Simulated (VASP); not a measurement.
Runs of VASP 6.6.1 on Ti. The structure is cubic, space group Im-3m (No. 229). Conventional cell: a = 3.396 Å, b = 3.396 Å, c = 3.396 Å, α = 90.00°, β = 90.00°, γ = 90.00°. Ti (site symmetry m-3m) has 14 Ti at 2.94 to 3.40 Å within 3.9 Å. This isn't the form of Ti at room conditions, which is hcp.

```tsv
fixed moment (μB)	pressure (GPa)	moment (μB)
0.8	(a)	0.80
0.3	-10.6	0.30
0.6	-10.2	0.60
1.0	-9.2	1.00
```

Alike in all rows: task single point; level PBE; potentials or basis VASP PAW PBE potentials, release 64 (Ti_sv); spin collinear; cell as given; k mesh 22 × 22 × 22; cutoff (eV) 520; smearing gaussian 0.15 eV.

Problem. Estimate the missing entries.

Solution. (a) -9.8.

Caveats: the cell stands under tension; the total moment is fixed, so each spin has its own Fermi level and the state may be an excited one.
